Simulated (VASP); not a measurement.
# Fe (Fmmm) in VASP: further runs

Runs on Fe. Level: PBE. Tasks: electric field gradients.

Program: VASP 6.6.1. These are calculated values, not measurements. Logs are shortened: lines on timing, memory, paths and dates and some standing lists are left out, and cuts for length are marked.

## (1) The cell of the first run

Symmetry: Fmmm, No. 69, orthorhombic system. Conventional cell: a = 2.936 Å, b = 3.805 Å, c = 3.851 Å, α = 90.00°, β = 90.00°, γ = 90.00°. Within 3.2 Å of Fe (site symmetry mmm) lie 14 Fe at 2.40 to 2.94 Å.

## (2) Electric field gradients, PBE, collinear spin, ferromagnetic start (volume scaled by 0.9405)

INCAR

```
PREC     = Accurate       # precision mode
ENCUT    = 520            # plane-wave cutoff, eV
EDIFF    = 1E-8           # SCF threshold, eV
ISMEAR   = -1             # smearing method
SIGMA    = 0.05           # smearing width, eV
LREAL    = F              # projectors in reciprocal space
LASPH    = T              # aspherical terms in the spheres
NELM     = 150            # most SCF steps
ALGO     = Normal         # electronic algorithm
ISIF     = 2              # what is computed and relaxed
LWAVE    = F              # write WAVECAR
LCHARG   = F              # write CHGCAR
ISPIN    = 2              # spin polarisation
MAGMOM   = 3              # initial moments
LORBIT   = 11             # projections on sites
LMAXMIX  = 4              # l up to which the mixer works
GGA      = PE             # functional
LEFG     = T            
NBANDS   = 14             # bands
```

KPOINTS

```
Automatic mesh
0
Gamma
  16 16 16
```

POSCAR

```
Fe
1.0
    0.0000000000      1.9024384199      1.9253309689
    1.4681109357      0.0000000000      1.9253309689
    1.4681109357      1.9024384199      0.0000000000
Fe
1
Direct
    0.0000000000      0.0000000000      0.0000000000
```

Potentials or basis: VASP PAW PBE potentials, release 64 (Fe).

The run is started by

```bash
> cat potpaw_PBE.64/Fe/POTCAR > POTCAR
> mpirun -np 1 vasp_std > vasp.out
```

OUTCAR:

```text
PREC = Accurate
   ENCUT = 520
   EDIFF = 1E-8
   ISMEAR = -1
   LREAL = F
   LASPH = T
   NELM = 150
   ISIF = 2
   ISPIN = 2
   LORBIT = 11
   GGA = PE

 ion  position               nearest neighbor table
   1  0.000  0.000  0.000-

  LATTYP: Found a face centered orthorhombic cell.
 ALAT       =     2.9362218714
 B/A-ratio  =     1.2958410524
 C/A-ratio  =     1.3114342534

  Lattice vectors:

 A1 = (   0.0000000000,   1.9024384199,   1.9253309689)
 A2 = (   1.4681109357,   0.0000000000,   1.9253309689)
 A3 = (   1.4681109357,   1.9024384199,   0.0000000000)

Analysis of symmetry for initial positions (statically):
=====================================================================
 Subroutine PRICEL returns:
 Original cell was already a primitive cell.

 Routine SETGRP: Setting up the symmetry group for a
 face centered orthorhombic supercell.

 Subroutine GETGRP returns: Found  8 space group operations
 (whereof  8 operations were pure point group operations)
 out of a pool of  8 trial point group operations.

The static configuration has the point symmetry D_2h.

Analysis of symmetry for dynamics (positions and initial velocities):
=====================================================================
 Subroutine PRICEL returns:
 Original cell was already a primitive cell.

 Routine SETGRP: Setting up the symmetry group for a
 face centered orthorhombic supercell.

 Subroutine GETGRP returns: Found  8 space group operations
 (whereof  8 operations were pure point group operations)
 out of a pool of  8 trial point group operations.

The dynamic configuration has the point symmetry D_2h.

Analysis of structural, dynamic, and magnetic symmetry:
=====================================================================
 Subroutine PRICEL returns:
 Original cell was already a primitive cell.

 Routine SETGRP: Setting up the symmetry group for a
 face centered orthorhombic supercell.

 Subroutine GETGRP returns: Found  8 space group operations
 (whereof  8 operations were pure point group operations)
 out of a pool of  8 trial point group operations.

The overall configuration has the point symmetry D_2h.

 Subroutine INISYM returns: Found  8 space group operations
 (whereof  8 operations are pure point group operations),
 and found     1 'primitive' translations

----------------------------------------------------------------------------------------

                                     Primitive cell

  volume of cell :      10.7549

  direct lattice vectors                    reciprocal lattice vectors
     0.000000000  1.902438420  1.925330969    -0.340573718  0.262820596  0.259695610
     1.468110936  0.000000000  1.925330969     0.340573718 -0.262820596  0.259695610
     1.468110936  1.902438420  0.000000000     0.340573718  0.262820596 -0.259695610

  length of vectors
     2.706690097  2.421208182  2.403044249     0.502500680  0.502500680  0.502500680

  position of ions in fractional coordinates (direct lattice)
     0.000000000  0.000000000  0.000000000

  ion indices of the primitive-cell ions
   primitive index   ion index
                 1           1

----------------------------------------------------------------------------------------

 KPOINTS: Automatic mesh

Automatic generation of k-mesh.
 Grid dimensions read from file:
 generate k-points for:   16   16   16

 Generating k-lattice:

  Cartesian coordinates                     Fractional coordinates (reciprocal lattice)
    -0.021285857  0.016426287  0.016230976     0.062500000  0.000000000 -0.000000000
     0.021285857 -0.016426287  0.016230976     0.000000000  0.062500000  0.000000000
     0.021285857  0.016426287 -0.016230976    -0.000000000  0.000000000  0.062500000

  Length of vectors
     0.031406292  0.031406292  0.031406292

  Shift w.r.t. Gamma in fractional coordinates (k-lattice)
     0.000000000  0.000000000  0.000000000

 Subroutine IBZKPT returns following result:
 ===========================================

 Found    621 irreducible k-points:

[... 57 lines left out ...]
   NUPDOWN=      -1.0000    fix difference up-down
   EMIN   =  10.00;   EMAX   =-10.00  energy-range for DOS
   EFERMI =   0.00;   METHOD = LEGACY
   ISMEAR =    -1;   SIGMA  =   0.05  broadening in eV -4-tet -1-fermi 0-gaus
   EFERMI_NEDOS =   21; number of points for ismear=-14 and -15
   IALGO  =     38    algorithm
   IMIX   =      4    mixing-type and parameters
     AMIX     =   0.40;   BMIX     =  1.00
     AMIX_MAG =   1.60;   BMIX_MAG =  1.00
  volume/ion in A,a.u.               =      10.75        72.58
  Fermi-wavevector in a.u.,A,eV,Ry     =   1.483326  2.803079 29.936290  2.200255
  Thomas-Fermi vector in A             =   2.597001
   LORBIT       =     11    0 simple, 1 ext, 2 COOP (PROOUT), +10 PAW based schemes
   GGA     = PE    functional components
   LHFCALC =     F    Hartree Fock is set to
   AEXX    =    0.0000 exact exchange contribution
   IVDW    =     0    specifies the selected vdW correction
   LEPSILON=     F    determine dielectric tensor
   LRPA    =     F    only Hartree local field effects (RPA)
 spin polarized calculation
  energy-cutoff  :      520.00
  volume of cell :       10.75
 maximum number of plane-waves:       301
   NGX =  9   NGY =  9   NGZ =  9

 number of electron       8.0000004 magnetization       2.0925429

 Free energy of the ion-electron system (eV)
  ---------------------------------------------------
  ext. energy  EPLUGINS =         0.00000000
  ---------------------------------------------------
  free energy    TOTEN  =        -8.20325117 eV

  energy without entropy =       -8.19390882  energy(sigma->0) =       -8.19857999

 E-fermi :   6.4563     XC(G=0): -13.4315

 val. band max:        6.4560283990   @ k =   0.4375   0.0625   0.3750
 cond. band min:       6.4580426581   @ k =   0.5000   0.4375   0.0625
 fundamental gap:      0.0020142591
 Fermi energy:         6.4563338282

 spin component 1

 k-point     1 :       0.0000    0.0000    0.0000
  band No.  band energies     occupation
      1      -2.3567      1.00000
      2       3.8511      1.00000
      3       3.9492      1.00000
      4       4.3250      1.00000
      5       5.0715      1.00000
      6       5.4921      1.00000
      7      30.8371      0.00000
      8      32.3944      0.00000
      9      32.6829      0.00000
     10      36.9738      0.00000
     11      37.9970      0.00000
     12      38.7781      0.00000
     13      39.1207      0.00000
     14      39.2271      0.00000
[... 379 lines left out ...]
      3       3.9139      1.00000
      4       4.4659      1.00000
      5       4.9628      1.00000
      6       5.4496      1.00000
      7      29.0606      0.00000
      8      30.8373      0.00000
      9      32.2301      0.00000
     10      36.0819      0.00000
     11      36.6605      0.00000
     12      38.3893      0.00000
     13      38.5792      0.00000
     14      40.9571      0.00000

 [... further k-points ...]

 spin component 2

 k-point     1 :       0.0000    0.0000    0.0000
  band No.  band energies     occupation
      1      -2.1742      1.00000
      2       5.5632      1.00000
      3       5.7205      1.00000
      4       6.2559      0.98217
      5       7.6277      0.00000
      6       8.2743      0.00000
      7      30.5906      0.00000
      8      32.2134      0.00000
      9      32.5345      0.00000
     10      37.3597      0.00000
     11      38.0529      0.00000
     12      39.7435      0.00000
     13      39.8388      0.00000
     14      39.8390      0.00000
[... 379 lines left out ...]
      3       5.6560      1.00000
      4       6.3869      0.80030
      5       7.4782      0.00000
      6       8.2243      0.00000
      7      29.1522      0.00000
      8      30.9561      0.00000
      9      32.1102      0.00000
     10      36.5203      0.00000
     11      37.2269      0.00000
     12      38.7544      0.00000
     13      39.0899      0.00000
     14      41.6670      0.00000

 [... further k-points ...]
[... 5 lines left out ...]
  --------------------------------------------------------------------------------------
  -------------------------------------------------------------------------------------
  Total        0.3408690      1.1234941      0.9744079      0.0000000      0.0000000      0.0000000
  in kB       50.7800580    167.3695673    145.1598554      0.0000000      0.0000000      0.0000000
  external PRESSURE =     121.1031603 kB  Pullay stress =       0.0000000 kB

 VOLUME and BASIS-vectors are now :
 -----------------------------------------------------------------------------
  energy-cutoff  :      520.00
  volume of cell :       10.75
      direct lattice vectors                 reciprocal lattice vectors
     0.000000000  1.902438420  1.925330969    -0.340573718  0.262820596  0.259695610
     1.468110936  0.000000000  1.925330969     0.340573718 -0.262820596  0.259695610
     1.468110936  1.902438420  0.000000000     0.340573718  0.262820596 -0.259695610

 POSITION                                       TOTAL-FORCE (eV/Angst)
 -----------------------------------------------------------------------------------
      0.00000      0.00000      0.00000         0.000000     -0.000000      0.000000
 -----------------------------------------------------------------------------------
    total drift:                                0.000000     -0.000000      0.000000

  FREE ENERGIE OF THE ION-ELECTRON SYSTEM (eV)
  ---------------------------------------------------
  free  energy   TOTEN  =        -8.2032511673 eV

  energy  without entropy=       -8.1939088225  energy(sigma->0) =       -8.19857999

 Electric field gradients (V/A^2)
---------------------------------------------------------------------
 ion       V_xx      V_yy      V_zz      V_xy      V_xz      V_yz
---------------------------------------------------------------------
   1       9.377    -4.528    -4.849     0.000     0.001     0.000
---------------------------------------------------------------------

 Electric field gradients after diagonalization (V/A^2)
 (convention: |V_zz| > |V_xx| > |V_yy|)
----------------------------------------------------------------------
 ion       V_xx      V_yy      V_zz     asymmetry (V_yy - V_xx)/ V_zz
----------------------------------------------------------------------
   1      -4.849    -4.528     9.377       0.034
----------------------------------------------------------------------

           NMR quadrupolar parameters

 Cq : quadrupolar parameter    Cq=e*Q*V_zz/h
 eta: asymmetry parameters     (V_yy - V_xx)/ V_zz
 Q  : nuclear electric quadrupole moment in mb (millibarn)
----------------------------------------------------------------------
 ion       Cq(MHz)       eta       Q (mb)
----------------------------------------------------------------------
   1       0.023       0.034       1.000
----------------------------------------------------------------------

 total charge

# of ion       s       p       d       tot
------------------------------------------
    1        0.513   0.594   6.283   7.389

 magnetization (x)

# of ion       s       p       d       tot
------------------------------------------
    1       -0.013  -0.055   2.147   2.080
```

It took 1.9 min on 1 thread of AMD EPYC 9R45 (Zen 5), shared host; peak memory 0.21 GiB.

Results:

```yaml
Free_energy: -8.2033 eV
Pressure: 12.1 GPa
Net_moment: 2.09 μB per cell
Site_moments: Fe +2.08 μB
Valence_electrons_inside_the_program's_atomic_spheres: Fe 7.39
```

Stress tensor (GPa, compression positive):
```
 5.08  0.00  0.00
 0.00 16.74  0.00
 0.00  0.00 14.52
```

Electric field gradients, principal values (V/Å²):
```tsv
atom	least	middle	greatest (by size)
1 Fe	-4.528	-4.849	9.377
```

Caveat: without QUAD_EFG the Cq values of the log hold for a quadrupole moment of 1 mb, not for the nuclei.

(Part 1 of 2 ends here.)
